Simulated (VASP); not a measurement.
# AlNi (P4/mmm) in VASP: a series of runs

Runs on AlNi. Level: PBE. Tasks: single point.

Program: VASP 6.6.1. These are calculated values, not measurements. Logs are shortened: lines on timing, memory, paths and dates and some standing lists are left out, and cuts for length are marked.

**1. The cell of the first run**

The structure is tetragonal, space group P4/mmm (No. 123). Conventional cell: a = 3.033 Å, b = 3.033 Å, c = 2.978 Å, α = 90.00°, β = 90.00°, γ = 90.00°. Al (site symmetry 4/mmm) has 8 Ni at 2.61 Å and 6 Al at 2.98 to 3.03 Å within 3.4 Å. Within 3.4 Å of Ni (site symmetry 4/mmm) lie 8 Al at 2.61 Å and 6 Ni at 2.98 to 3.03 Å.

**2. Single point, PBE**

The input, INCAR:

```
PREC     = Accurate       # precision mode
ENCUT    = 520            # plane-wave cutoff, eV
EDIFF    = 1E-7           # SCF threshold, eV
ISMEAR   = 0              # smearing method
SIGMA    = 0.15           # smearing width, eV
LREAL    = False          # projectors in reciprocal space
LASPH    = True           # aspherical terms in the spheres
NELM     = 60             # most SCF steps
ALGO     = Fast           # electronic algorithm
ISIF     = 2              # what is computed and relaxed
LWAVE    = False          # write WAVECAR
LCHARG   = False          # write CHGCAR
GGA      = PE             # functional
NBANDS   = 14             # bands
```

The input, KPOINTS:

```
Automatic mesh
0
Gamma
  16 16 16
```

The input, POSCAR:

```
AlNi
1.0
    2.1447433238     -2.1447078321      0.0000000000
    2.1447433238      2.1447078321      0.0000000000
    0.0000000000      0.0000000000      2.9778000000
Al Ni
1 1
Direct
    0.0000000000      0.0000000000      0.0000000000
    0.5000000000      0.5000000000      0.5000000000
```

Potentials or basis: VASP PAW PBE potentials, release 64 (Al, Ni).

The run is started by

```console
$ cat potpaw_PBE.64/Al/POTCAR potpaw_PBE.64/Ni/POTCAR > POTCAR
$ mpirun -np 1 vasp_std > vasp.out
```

OUTCAR:

```text
PREC = Accurate
   ENCUT = 520
   EDIFF = 1E-7
   ISMEAR = 0
   LREAL = False
   LASPH = True
   NELM = 60
   ISIF = 2
   GGA = PE

 ion  position               nearest neighbor table
   1  0.000  0.000  0.000-   2 2.61   2 2.61   2 2.61   2 2.61   2 2.61   2 2.61   2 2.61   2 2.61

   2  0.500  0.500  0.500-   1 2.61   1 2.61   1 2.61   1 2.61   1 2.61   1 2.61   1 2.61   1 2.61

  LATTYP: Found a base centered orthorhombic cell.
 ALAT       =     4.2894156642
 B/A-ratio  =     1.0000165485
 C/A-ratio  =     0.6942204331

  Lattice vectors:

 A1 = (  -2.1447433238,  -2.1447078321,   0.0000000000)
 A2 = (   2.1447433238,  -2.1447078321,   0.0000000000)
 A3 = (   0.0000000000,   0.0000000000,   2.9778000000)

Analysis of symmetry for initial positions (statically):
=====================================================================
 Subroutine PRICEL returns:
 Original cell was already a primitive cell.

 Routine SETGRP: Setting up the symmetry group for a
 base centered orthorhombic supercell.

 Subroutine GETGRP returns: Found  8 space group operations
 (whereof  8 operations were pure point group operations)
 out of a pool of  8 trial point group operations.

The static configuration has the point symmetry D_2h.

Analysis of symmetry for dynamics (positions and initial velocities):
=====================================================================
 Subroutine PRICEL returns:
 Original cell was already a primitive cell.

 Routine SETGRP: Setting up the symmetry group for a
 base centered orthorhombic supercell.

 Subroutine GETGRP returns: Found  8 space group operations
 (whereof  8 operations were pure point group operations)
 out of a pool of  8 trial point group operations.

The dynamic configuration has the point symmetry D_2h.

 Subroutine INISYM returns: Found  8 space group operations
 (whereof  8 operations are pure point group operations),
 and found     1 'primitive' translations

----------------------------------------------------------------------------------------

                                     Primitive cell

  volume of cell :      27.3949

  direct lattice vectors                    reciprocal lattice vectors
     2.144743324 -2.144707832  0.000000000     0.233128130 -0.233131988  0.000000000
     2.144743324  2.144707832  0.000000000     0.233128130  0.233131988  0.000000000
     0.000000000  0.000000000  2.977800000     0.000000000  0.000000000  0.335818389

  length of vectors
     3.033100000  3.033100000  2.977800000     0.329695691  0.329695691  0.335818389

[... 87 lines left out ...]
   ISYM   =      2    0-nonsym 1-usesym 2-fastsym
   POTIM  = 0.5000    time-step for ionic-motion
   TEBEG  =    0.0;   TEEND  =   0.0 temperature during run
   PSTRESS=    0.0 pullay stress
   NELECT =      13.0000    total number of electrons
   NUPDOWN=      -1.0000    fix difference up-down
   EMIN   =  10.00;   EMAX   =-10.00  energy-range for DOS
   EFERMI =   0.00;   METHOD = LEGACY
   ISMEAR =     0;   SIGMA  =   0.15  broadening in eV -4-tet -1-fermi 0-gaus
   EFERMI_NEDOS =   21; number of points for ismear=-14 and -15
   IALGO  =     68    algorithm
   IMIX   =      4    mixing-type and parameters
     AMIX     =   0.40;   BMIX     =  1.00
     AMIX_MAG =   1.60;   BMIX_MAG =  1.00
  volume/ion in A,a.u.               =      13.70        92.43
  Fermi-wavevector in a.u.,A,eV,Ry     =   1.276928  2.413043 22.184901  1.630544
  Thomas-Fermi vector in A             =   2.409556
   LORBIT       =      0    0 simple, 1 ext, 2 COOP (PROOUT), +10 PAW based schemes
   GGA     = PE    functional components
   LHFCALC =     F    Hartree Fock is set to
   AEXX    =    0.0000 exact exchange contribution
   IVDW    =     0    specifies the selected vdW correction
   LEPSILON=     F    determine dielectric tensor
   LRPA    =     F    only Hartree local field effects (RPA)
 non-spin polarized calculation
 RMM-DIIS sequential band-by-band and
 Gauss-broadening in eV      SIGMA  =   0.15
  energy-cutoff  :      520.00
  volume of cell :       27.39
 maximum number of plane-waves:       752
   NGX = 11   NGY = 11   NGZ = 11

 number of electron      12.9999997 magnetization

 Free energy of the ion-electron system (eV)
  ---------------------------------------------------
  ext. energy  EPLUGINS =         0.00000000
  ---------------------------------------------------
  free energy    TOTEN  =       -10.37757562 eV

  energy without entropy =      -10.36760510  energy(sigma->0) =      -10.37259036

 E-fermi :   8.3434     XC(G=0): -11.4117

 val. band max:        8.3254520154   @ k =   0.3750   0.1250   0.3125
 cond. band min:       8.3507740330   @ k =   0.3125   0.2500   0.4375
 fundamental gap:      0.0253220176
 Fermi energy:         8.3434101066

 k-point     1 :       0.0000    0.0000    0.0000
  band No.  band energies     occupation
      1      -1.8478      2.00000
      2       5.7013      2.00000
      3       5.7124      2.00000
      4       7.0269      2.00000
      5       7.0699      2.00000
      6       7.0699      2.00000
      7      13.0976      0.00000
      8      13.0977      0.00000
      9      13.6938      0.00000
     10      15.9643      0.00000
     11      16.0888      0.00000
     12      19.8145      0.00000
     13      27.4755      0.00000
     14      27.8704      0.00000
[... 377 lines left out ...]
      1      -1.7188      2.00000
      2       5.6988      2.00000
      3       5.7270      2.00000
      4       6.9723      2.00000
      5       7.0423      2.00000
      6       7.0551      2.00000
      7      12.3953      0.00000
      8      12.5951      0.00000
      9      13.8603      0.00000
     10      16.4545      0.00000
     11      16.8833      0.00000
     12      20.2603      0.00000
     13      25.7457      0.00000
     14      27.0160      0.00000

 [... further k-points ...]
[... 5 lines left out ...]
  --------------------------------------------------------------------------------------
  -------------------------------------------------------------------------------------
  Total       -2.6171938     -2.6167605     -2.4517821      0.0000000      0.0000000      0.0000000
  in kB     -153.0655615   -153.0402182   -143.3915215      0.0000000      0.0000000      0.0000000
  external PRESSURE =    -149.8324337 kB  Pullay stress =       0.0000000 kB

 VOLUME and BASIS-vectors are now :
 -----------------------------------------------------------------------------
  energy-cutoff  :      520.00
  volume of cell :       27.39
      direct lattice vectors                 reciprocal lattice vectors
     2.144743324 -2.144707832  0.000000000     0.233128130 -0.233131988  0.000000000
     2.144743324  2.144707832  0.000000000     0.233128130  0.233131988  0.000000000
     0.000000000  0.000000000  2.977800000     0.000000000  0.000000000  0.335818389

 POSITION                                       TOTAL-FORCE (eV/Angst)
 -----------------------------------------------------------------------------------
      0.00000      0.00000      0.00000         0.000000      0.000000      0.000000
      2.14474      0.00000      1.48890        -0.000000     -0.000000      0.000000
 -----------------------------------------------------------------------------------
    total drift:                                0.000000     -0.000000     -0.000000

  FREE ENERGIE OF THE ION-ELECTRON SYSTEM (eV)
  ---------------------------------------------------
  free  energy   TOTEN  =       -10.3775756150 eV

  energy  without entropy=      -10.3676050953  energy(sigma->0) =      -10.37259036
```

Wall time 2.2 min (1 thread of Intel Xeon 6975P-C, shared host); peak memory 0.36 GiB.

What came out:

```
Free energy : -10.3776 eV
Pressure    : -15.0 GPa
```

Stress tensor (GPa, compression positive):
```
-15.31   0.00   0.00
  0.00 -15.30   0.00
  0.00   0.00 -14.34
```

**3. Single point, PBE**

This run uses another cell than the first one, of 13.96 Å³/atom, 1.019 times its volume.

The input, INCAR:

```
SYSTEM = AlNi
PREC = Accurate
ENCUT = 520
EDIFF = 1E-6
ISMEAR = 0
SIGMA = 0.15
LREAL = .FALSE.
LASPH = .TRUE.
NELM = 100
ALGO = Fast
ISIF = 2
LWAVE = .FALSE.
LCHARG = .FALSE.
GGA = PE
NBANDS = 14
```

The input, KPOINTS:

```
regular mesh
0
G
  16 16 16
  0 0 0
```

The input, POSCAR:

```
AlNi
1.0
    2.1107312062     -2.1106962774      0.0000000000
    2.1107312062      2.1106962774      0.0000000000
    0.0000000000      0.0000000000      3.1325000000
Al Ni
1 1
Direct
    0.0000000000      0.0000000000      0.0000000000
    0.5000000000      0.5000000000      0.5000000000
```

Potentials or basis: VASP PAW PBE potentials, release 64 (Al, Ni).

The run is started by

```console
$ cat potpaw_PBE.64/Al/POTCAR potpaw_PBE.64/Ni/POTCAR > POTCAR
$ mpirun -np 1 vasp_std > vasp.out
```

It took 2.1 min on 1 thread of Intel Xeon 6975P-C, shared host; peak memory 0.36 GiB.

The run converged. Its results:

| Quantity | Value |
| --- | --- |
| Free energy | -10.3225 eV |
| Pressure | -16.5 GPa |

Stress tensor (GPa, compression positive):
```
-15.86   0.00   0.00
  0.00 -15.86   0.00
  0.00   0.00 -17.78
```

Levels at points of the mesh, in eV from the Fermi level:
```tsv
k point	band 4	band 5	band 6	band 7	band 8	band 9	band 10	band 11
(0.00, 0.00, 0.00)	-1.29	-1.29	-1.18	3.90	5.40	5.40	7.31	7.83
(0.50, 0.00, 0.00)	-1.98	-1.75	-1.21	-0.47	7.98	8.40	8.79	9.84
(0.50, 0.50, 0.00)	-2.28	-1.77	-1.77	-0.77	1.49	2.01	10.01	13.26
(0.00, 0.00, 0.50)	-1.76	-1.76	-1.13	-0.75	8.07	9.59	9.59	9.66
(0.50, 0.00, 0.50)	-2.44	-1.63	-1.60	-0.88	1.12	1.67	11.00	14.07
(0.50, 0.50, 0.50)	-0.87	-0.76	2.09	2.16	2.16	2.42	3.66	3.66
```

**4. Single point, PBE**

This run uses another cell than the first one, of 14.05 Å³/atom, 1.026 times its volume.

The input, INCAR:

```
ALGO = Fast
EDIFF = 1E-7
ENCUT = 520
GGA = PE
ISIF = 2
ISMEAR = 0
LASPH = True
LCHARG = True
LELF = True
LREAL = False
LVHAR = True
LWAVE = False
NBANDS = 14
NELM = 60
PREC = Accurate
SIGMA = 0.15
```

The input, KPOINTS:

```
k-points
0
Gamma
  16 16 16
```

The input, POSCAR:

```
AlNi
1.0
    2.1447433238     -2.1447078321      0.0000000000
    2.1447433238      2.1447078321      0.0000000000
    0.0000000000      0.0000000000      3.0551000000
Al Ni
1 1
Direct
    0.0000000000      0.0000000000      0.0000000000
    0.5000000000      0.5000000000      0.5000000000
```

Potentials or basis: VASP PAW PBE potentials, release 64 (Al, Ni).

The run is started by

```console
$ cat potpaw_PBE.64/Al/POTCAR potpaw_PBE.64/Ni/POTCAR > POTCAR
$ mpirun -np 1 vasp_std > vasp.out
```

OUTCAR:

```text
EDIFF = 1E-7
   ENCUT = 520
   GGA = PE
   ISIF = 2
   ISMEAR = 0
   LASPH = True
   LREAL = False
   NELM = 60
   PREC = Accurate

 ion  position               nearest neighbor table
   1  0.000  0.000  0.000-   2 2.63   2 2.63   2 2.63   2 2.63   2 2.63   2 2.63   2 2.63   2 2.63

   2  0.500  0.500  0.500-   1 2.63   1 2.63   1 2.63   1 2.63   1 2.63   1 2.63   1 2.63   1 2.63

  LATTYP: Found a base centered orthorhombic cell.
 ALAT       =     4.2894156642
 B/A-ratio  =     1.0000165485
 C/A-ratio  =     0.7122415357

  Lattice vectors:

[... 588 lines left out ...]
     10      15.9285      0.00000
     11      16.6504      0.00000
     12      19.6265      0.00000
     13      25.5553      0.00000
     14      26.1974      0.00000

 [... further k-points ...]
[... 5 lines left out ...]
  --------------------------------------------------------------------------------------
  -------------------------------------------------------------------------------------
  Total       -2.9683533     -2.9679680     -3.0199985      0.0000000      0.0000000      0.0000000
  in kB     -169.2104898   -169.1885246   -172.1545169      0.0000000      0.0000000      0.0000000
  external PRESSURE =    -170.1845105 kB  Pullay stress =       0.0000000 kB

 VOLUME and BASIS-vectors are now :
 -----------------------------------------------------------------------------
  energy-cutoff  :      520.00
  volume of cell :       28.11
      direct lattice vectors                 reciprocal lattice vectors
     2.144743324 -2.144707832  0.000000000     0.233128130 -0.233131988  0.000000000
     2.144743324  2.144707832  0.000000000     0.233128130  0.233131988  0.000000000
     0.000000000  0.000000000  3.055100000     0.000000000  0.000000000  0.327321528

 POSITION                                       TOTAL-FORCE (eV/Angst)
 -----------------------------------------------------------------------------------
      0.00000      0.00000      0.00000        -0.000000      0.000000      0.000000
      2.14474      0.00000      1.52755         0.000000      0.000000      0.000000
 -----------------------------------------------------------------------------------
    total drift:                                0.000000     -0.000000     -0.000000

  FREE ENERGIE OF THE ION-ELECTRON SYSTEM (eV)
  ---------------------------------------------------
  free  energy   TOTEN  =       -10.3075135750 eV

  energy  without entropy=      -10.2974528788  energy(sigma->0) =      -10.30248323
```

OSZICAR:

```text
N       E                     dE             d eps       ncg     rms          rms(c)
DAV:   1     0.393261495218E+02    0.39326E+02   -0.52613E+03 18652   0.922E+02
DAV:   2    -0.985918814637E+01   -0.49185E+02   -0.44328E+02 19632   0.172E+02
DAV:   3    -0.115225467378E+02   -0.16634E+01   -0.16444E+01 23820   0.355E+01
DAV:   4    -0.115454378154E+02   -0.22891E-01   -0.22885E-01 21782   0.378E+00
DAV:   5    -0.115461432019E+02   -0.70539E-03   -0.70538E-03 24174   0.725E-01    0.109E+01
RMM:   6    -0.141457197570E+02   -0.25996E+01   -0.15562E+01 22075   0.486E+01    0.183E+01
RMM:   7    -0.103360999689E+02    0.38096E+01   -0.45779E+00 20127   0.258E+01    0.983E-01
RMM:   8    -0.103168813274E+02    0.19219E-01   -0.12405E-01 19170   0.331E+00    0.667E-01
RMM:   9    -0.103105632003E+02    0.63181E-02   -0.30600E-02 20267   0.956E-01    0.473E-01
RMM:  10    -0.103075391834E+02    0.30240E-02   -0.42724E-03 22280   0.775E-01    0.842E-02
RMM:  11    -0.103076386324E+02   -0.99449E-04   -0.44546E-04 23381   0.241E-01    0.118E-01
RMM:  12    -0.103075100997E+02    0.12853E-03   -0.37593E-04 23880   0.212E-01    0.279E-02
RMM:  13    -0.103075161168E+02   -0.60171E-05   -0.68931E-05 24778   0.586E-02    0.240E-02
RMM:  14    -0.103075138628E+02    0.22540E-05   -0.14556E-05 23966   0.320E-02    0.379E-02
RMM:  15    -0.103075135178E+02    0.34493E-06   -0.54407E-06 24301   0.241E-02    0.555E-03
RMM:  16    -0.103075135358E+02   -0.17979E-07   -0.26050E-06 25156   0.115E-02    0.364E-03
RMM:  17    -0.103075135750E+02   -0.39154E-07   -0.25198E-07 14636   0.334E-03
   1 F= -.10307514E+02 E0= -.10302483E+02  d E =-.100607E-01
```

stdout:

```text
POSCAR found type information on POSCAR AlNi
 POSCAR found :  2 types and       2 ions
 scaLAPACK will be used
 LDA part: xc-table for (Slater+PW92), standard interpolation
 POSCAR, INCAR and KPOINTS ok, starting setup
 FFT: planning ... GRIDC
 FFT: planning ... GRID_SOFT
 FFT: planning ... GRID
 WAVECAR not read
 entering main loop
WARNING in EDDRMM: call to ZHEGV failed, returncode =   8  4     13
WARNING in EDDRMM: call to ZHEGV failed, returncode =   8  4     14
WARNING in EDDRMM: call to ZHEGV failed, returncode =   8  4     14
WARNING in EDDRMM: call to ZHEGV failed, returncode =   8  4     14
WARNING in EDDRMM: call to ZHEGV failed, returncode =   6  3     14
 num prob RMM:  17    -0.103075135750E+02   -0.39154E-07   -0.25198E-07 14636   0.334E-03
```

Wall time 2.5 min (1 thread of Intel Xeon 6975P-C, shared host); peak memory 0.36 GiB.

What came out:

| Quantity | Value |
| --- | --- |
| Free energy | -10.3075 eV |
| Pressure | -17.0 GPa |

Stress tensor (GPa, compression positive):
```
-16.92   0.00   0.00
  0.00 -16.92   0.00
  0.00   0.00 -17.22
```

Levels at points of the mesh, in eV from the Fermi level:
```csv
k point,band 3,band 4,band 5,band 6,band 7,band 8,band 9,band 10,band 11,band 12
"(0.00, 0.00, 0.00)",-2.54,-1.25,-1.25,-1.24,4.70,4.93,4.93,7.58,7.65,11.05
"(0.50, 0.00, 0.00)",-2.17,-1.84,-1.80,-1.18,-0.55,8.05,9.11,9.28,9.33,9.46
"(0.50, 0.50, 0.00)",-2.43,-2.43,-1.67,-1.67,-0.82,1.25,1.78,10.48,13.81,13.84
"(0.00, 0.00, 0.50)",-2.18,-1.80,-1.80,-1.17,-0.59,8.05,9.30,9.30,9.40,9.40
"(0.50, 0.00, 0.50)",-2.48,-2.45,-1.65,-1.64,-0.83,1.20,1.73,10.63,13.92,14.01
"(0.50, 0.50, 0.50)",-3.36,-0.81,-0.80,2.12,2.13,2.13,2.35,3.77,3.77,3.84
```

Spin polarisation is off, so any magnetic state and its effect on volume and gap are missing.

[end of part 1 of 2]
